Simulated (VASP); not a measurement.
# Ta4N5 (I4/m) in VASP: notebook

The runs below take Ta4N5 through relaxation of shape and atoms at fixed volume, single point, with PBEsol.

Program: VASP 6.6.1. These are calculated values, not measurements. Logs are shortened: lines on timing, memory, paths and dates and some standing lists are left out, and cuts for length are marked.

## 1. The cell of the first run

It takes space group I4/m (No. 87, tetragonal). The conventional cell has a = 6.680 Å, b = 6.680 Å, c = 4.174 Å, α = 90.00°, β = 90.00°, γ = 90.00°. Within 2.7 Å of Ta (site symmetry m) lie 6 N at 2.03 to 2.18 Å. N (site symmetry 4/m) has 4 Ta at 2.03 Å within 2.7 Å. N (site symmetry m) has 5 Ta at 2.09 to 2.18 Å and 12 N at 2.90 to 3.06 Å within 3.1 Å.

## 2. Relaxation of shape and atoms at fixed volume, PBEsol (10.35 Å³/atom)

Contents of INCAR:

```
PREC = Accurate
ENCUT = 600
EDIFF = 1E-7
ISMEAR = 0
SIGMA = 0.1
LREAL = F
LASPH = T
NELM = 120
ALGO = Normal
ISIF = 4
LWAVE = F
LCHARG = F
GGA = PS
IBRION = 2
NSW = 50
EDIFFG = -0.01
GGA_COMPAT = F
NELMIN = 4
```

Contents of KPOINTS:

```
Automatic mesh
0
Gamma
  10 10 10
```

Contents of POSCAR:

```
Ta4N5
1.0
   -3.3401443550      3.3401443550      2.0871985986
    3.3401443550     -3.3401443550      2.0871985986
    3.3401443550      3.3401443550     -2.0871985986
Ta N
4 5
Direct
    0.7852030644      0.6046702010      0.3898732654
    0.3953297990      0.7852030644      0.1805328634
    0.6046702010      0.2147969356      0.8194671366
    0.2147969356      0.3953297990      0.6101267346
    0.5000000000      0.5000000000      0.0000000000
    0.9087386393      0.3034143838      0.2121530231
    0.6965856162      0.9087386393      0.6053242555
    0.3034143838      0.0912613607      0.3946757445
    0.0912613607      0.6965856162      0.7878469769
```

Potentials or basis: VASP PAW PBE potentials, release 64 (Ta_pv, N).

Started as:

```sh
cat potpaw_PBE.64/Ta_pv/POTCAR potpaw_PBE.64/N/POTCAR > POTCAR
mpirun -np 1 vasp_std > vasp.out
```

OUTCAR:

```text
PREC = Accurate
   ENCUT = 600
   EDIFF = 1E-7
   ISMEAR = 0
   LREAL = F
   LASPH = T
   NELM = 120
   ISIF = 4
   GGA = PS
   IBRION = 2
   NSW = 50
   EDIFFG = -0.01
   NELMIN = 4

 ion  position               nearest neighbor table
   1  0.785  0.605  0.390-   5 2.03   8 2.09   8 2.09   7 2.12   9 2.13   6 2.18   3 2.87   2 2.87
                             4 2.89   4 2.89   2 3.07   3 3.07   2 3.07   3 3.07   4 3.19
   2  0.395  0.785  0.181-   5 2.03   6 2.09   6 2.09   9 2.12   8 2.13   7 2.18   1 2.87   4 2.87
                             3 2.89   3 2.89   1 3.07   1 3.07   4 3.07   4 3.07   3 3.19
   3  0.605  0.215  0.819-   5 2.03   9 2.09   9 2.09   6 2.12   7 2.13   8 2.18   1 2.87   4 2.87
                             2 2.89   2 2.89   4 3.07   1 3.07   4 3.07   1 3.07   2 3.19
   4  0.215  0.395  0.610-   5 2.03   7 2.09   7 2.09   8 2.12   6 2.13   9 2.18   3 2.87   2 2.87
                             1 2.89   1 2.89   3 3.07   3 3.07   2 3.07   2 3.07   1 3.19
   5  0.500  0.500  0.000-   1 2.03   2 2.03   3 2.03   4 2.03
   6  0.909  0.303  0.212-   2 2.09   2 2.09   3 2.12   4 2.13   1 2.18
   7  0.697  0.909  0.605-   4 2.09   4 2.09   1 2.12   3 2.13   2 2.18
   8  0.303  0.091  0.395-   1 2.09   1 2.09   4 2.12   2 2.13   3 2.18
   9  0.091  0.697  0.788-   3 2.09   3 2.09   2 2.12   1 2.13   4 2.18

  LATTYP: Found a body centered tetragonal cell.
 ALAT       =     6.6802887100
 C/A-ratio  =     0.6248827526

  Lattice vectors:

 A1 = (  -3.3401443550,   3.3401443550,   2.0871985986)
 A2 = (   3.3401443550,  -3.3401443550,   2.0871985986)
 A3 = (   3.3401443550,   3.3401443550,  -2.0871985986)

Analysis of symmetry for initial positions (statically):
=====================================================================
 Subroutine PRICEL returns:
 Original cell was already a primitive cell.

 Routine SETGRP: Setting up the symmetry group for a
 body centered tetragonal supercell.

 Subroutine GETGRP returns: Found  8 space group operations
 (whereof  8 operations were pure point group operations)
 out of a pool of 16 trial point group operations.

The static configuration has the point symmetry C_4h.

Analysis of symmetry for dynamics (positions and initial velocities):
=====================================================================
 Subroutine PRICEL returns:
 Original cell was already a primitive cell.

 Routine SETGRP: Setting up the symmetry group for a
 body centered tetragonal supercell.

 Subroutine GETGRP returns: Found  8 space group operations
 (whereof  8 operations were pure point group operations)
 out of a pool of 16 trial point group operations.

[... 126 lines left out ...]
   NUPDOWN=      -1.0000    fix difference up-down
   EMIN   =  10.00;   EMAX   =-10.00  energy-range for DOS
   EFERMI =   0.00;   METHOD = LEGACY
   ISMEAR =     0;   SIGMA  =   0.10  broadening in eV -4-tet -1-fermi 0-gaus
   EFERMI_NEDOS =   21; number of points for ismear=-14 and -15
   IALGO  =     38    algorithm
   IMIX   =      4    mixing-type and parameters
     AMIX     =   0.40;   BMIX     =  1.00
     AMIX_MAG =   1.60;   BMIX_MAG =  1.00
  volume/ion in A,a.u.               =      10.35        69.84
  Fermi-wavevector in a.u.,A,eV,Ry     =   1.481289  2.799230 29.854134  2.194217
  Thomas-Fermi vector in A             =   2.595218
   LORBIT       =      0    0 simple, 1 ext, 2 COOP (PROOUT), +10 PAW based schemes
   GGA     = PS    functional components
   LHFCALC =     F    Hartree Fock is set to
   AEXX    =    0.0000 exact exchange contribution
   IVDW    =     0    specifies the selected vdW correction
   LEPSILON=     F    determine dielectric tensor
   LRPA    =     F    only Hartree local field effects (RPA)
 conjugate gradient relaxation of ions
 non-spin polarized calculation
 Gauss-broadening in eV      SIGMA  =   0.10
  energy-cutoff  :      600.00
  volume of cell :       93.14
 maximum number of plane-waves:      3139
 NGX is ok and might be reduce to    42
   NGX = 21   NGY = 21   NGZ = 21

--------------------------------------- Ionic step        1  -------------------------------------------

 number of electron      68.9999998 magnetization

 Free energy of the ion-electron system (eV)
  ---------------------------------------------------
  ext. energy  EPLUGINS =         0.00000000
  ---------------------------------------------------
  free energy    TOTEN  =      -104.02360050 eV

  energy without entropy =     -104.01629621  energy(sigma->0) =     -104.01994836

------------------------ aborting loop because EDIFF is reached ----------------------------------------

  FORCE on cell =-STRESS in cart. coord.  units (eV):
  Direction    XX          YY          ZZ          XY          YZ          ZX
  --------------------------------------------------------------------------------------
  -------------------------------------------------------------------------------------
  Total       13.8845202     13.8845202     14.0221026      0.0000000      0.0000000     -0.0000000
  in kB      238.8290875    238.8290875    241.1956577      0.0000003      0.0000000     -0.0000000
  external PRESSURE =     239.6179442 kB  Pullay stress =       0.0000000 kB
[... 288 lines left out ...]
--------------------------------------- Ionic step        8  -------------------------------------------

 number of electron      69.0000000 magnetization

 Free energy of the ion-electron system (eV)
  ---------------------------------------------------
  ext. energy  EPLUGINS =         0.00000000
  ---------------------------------------------------
  free energy    TOTEN  =      -104.03483745 eV

  energy without entropy =     -104.02774761  energy(sigma->0) =     -104.03129253

 E-fermi :   8.3074     XC(G=0): -13.2581

 val. band max:        8.2995454419   @ k =  -0.3000   0.2000  -0.1000
 cond. band min:       8.3244086779   @ k =  -0.2000   0.4000   0.2000
 fundamental gap:      0.0248632360
 Fermi energy:         8.3074484639

 k-point     1 :       0.0000    0.0000    0.0000
  band No.  band energies     occupation
      1     -27.7560      2.00000
      2     -27.7456      2.00000
      3     -27.5492      2.00000
      4     -27.5492      2.00000
      5     -27.5428      2.00000
      6     -27.5428      2.00000
[... 1045 lines left out ...]
     40      10.9807      0.00000
     41      11.2728      0.00000

 [... further k-points ...]

------------------------ aborting loop because EDIFF is reached ----------------------------------------

  FORCE on cell =-STRESS in cart. coord.  units (eV):
  Direction    XX          YY          ZZ          XY          YZ          ZX
  --------------------------------------------------------------------------------------
  -------------------------------------------------------------------------------------
  Total       13.2635399     13.2635399     13.2476459      0.0000001      0.0000000     -0.0000000
  in kB      228.1475413    228.1475413    227.8741470      0.0000010      0.0000000     -0.0000000
  external PRESSURE =     228.0564099 kB  Pullay stress =       0.0000000 kB
[... 24 lines left out ...]
  FREE ENERGIE OF THE ION-ELECTRON SYSTEM (eV)
  ---------------------------------------------------
  free  energy   TOTEN  =      -104.0348374473 eV

  energy  without entropy=     -104.0277476080  energy(sigma->0) =     -104.03129253

 reached required accuracy - stopping structural energy minimisation
```

OSZICAR:

```text
N       E                     dE             d eps       ncg     rms          rms(c)
DAV:   1     0.738572895802E+03    0.73857E+03   -0.41784E+04 11928   0.197E+03
DAV:   2    -0.613663314337E+02   -0.79994E+03   -0.78338E+03 13670   0.560E+02
[... 77 lines left out ...]
DAV:   1    -0.104034714715E+03    0.84322E-04   -0.19542E-02 11824   0.900E-01    0.350E-02
DAV:   2    -0.104034846228E+03   -0.13151E-03   -0.17028E-03 12624   0.245E-01    0.195E-02
DAV:   3    -0.104034840509E+03    0.57190E-05   -0.36849E-05 14500   0.379E-02    0.112E-02
DAV:   4    -0.104034837650E+03    0.28584E-05   -0.81496E-06 14966   0.171E-02    0.566E-03
DAV:   5    -0.104034837440E+03    0.21012E-06   -0.14751E-06 15177   0.756E-03    0.426E-03
DAV:   6    -0.104034837447E+03   -0.71504E-08   -0.30744E-07 11960   0.284E-03
   8 F= -.10403484E+03 E0= -.10403129E+03  d E =-.383950E-04
```

It took 56 min on 1 thread of Intel Xeon Platinum 8488C (Sapphire Rapids), shared host; peak memory 0.65 GiB.

What came out:

| Property | Result |
| --- | --- |
| Free energy | -104.0348 eV |
| Energy gained by relaxing | 1.2 meV/atom |
| Ionic steps | 8 |
| Pressure after relaxing | 22.8 GPa |
| Largest force after relaxing | 0.007 eV/Å |
| Band gap on the k mesh | zero (an odd number of electrons rules out a gap without spin polarisation) |

Forces on the atoms (eV/Å):
```
Ta   0.003 -0.007  0.000
Ta  -0.007 -0.003  0.000
Ta   0.007  0.003  0.000
Ta  -0.003  0.007  0.000
N    0.000  0.000  0.000
N   -0.002  0.002  0.000
N    0.002  0.002  0.000
N   -0.002 -0.002  0.000
N    0.002 -0.002  0.000
```

Step by step:
| step | energy change (eV) | largest force (eV/Å) | pressure (GPa) | volume (Å³) |
| --- | --- | --- | --- | --- |
| 1 | 0.0000 | 0.2479 | 23.96 | 93.14 |
| 2 | -0.0084 | 0.1150 | 23.23 | 93.14 |
| 3 | -0.0087 | 0.1147 | 23.09 | 93.14 |
| 4 | -0.0093 | 0.0964 | 22.72 | 93.14 |
| 5 | -0.0106 | 0.0622 | 22.88 | 93.14 |
| 6 | -0.0111 | 0.0223 | 22.79 | 93.14 |
| 7 | -0.0112 | 0.0215 | 22.82 | 93.14 |
| 8 | -0.0112 | 0.0074 | 22.81 | 93.14 |

Final structure:
```
CELL_PARAMETERS angstrom
-3.33693 3.33693 2.09122
3.33693 -3.33693 2.09122
3.33693 3.33693 -2.09122
ATOMIC_POSITIONS crystal
Ta 0.78617 0.60428 0.39045
Ta 0.39572 0.78617 0.18189
Ta 0.60428 0.21383 0.81811
Ta 0.21383 0.39572 0.60955
N 0.50000 0.50000 0.00000
N 0.90926 0.30039 0.20965
N 0.69961 0.90926 0.60887
N 0.30039 0.09074 0.39113
N 0.09074 0.69961 0.79035
```

Levels at points of the mesh, in eV from the Fermi level:
| k point | band 31 | band 32 | band 33 | band 34 | band 35 | band 36 | band 37 | band 38 | band 39 | band 40 |
| --- | --- | --- | --- | --- | --- | --- | --- | --- | --- | --- |
| (0.00, 0.00, 0.00) | -2.61 | -2.61 | -1.44 | -1.44 | -1.15 | 0.60 | 0.62 | 1.19 | 1.19 | 1.86 |
| (0.50, 0.00, 0.00) | -4.39 | -3.02 | -1.22 | 0.62 | 1.20 | 1.67 | 1.88 | 2.12 | 2.26 | 2.80 |
| (0.50, 0.50, 0.00) | -3.46 | -3.33 | -3.21 | -1.83 | -0.41 | 0.35 | 0.61 | 1.80 | 1.85 | 2.16 |
| (0.50, 0.50, 0.50) | -3.53 | -3.53 | -3.43 | -2.27 | -1.92 | -0.67 | -0.67 | 2.99 | 3.06 | 3.06 |

Caveat: the PAW data sets were made with another functional, which shifts forces and pressure a little; spin-orbit coupling is left out, which moves the levels of the heavy elements; an odd number of electrons without spin polarisation forces a metal; a magnetic or distorted state may lie lower.

[end of part 1 of 2]

The gap in the log of VASP goes by the Fermi energy; the results here count the filled bands.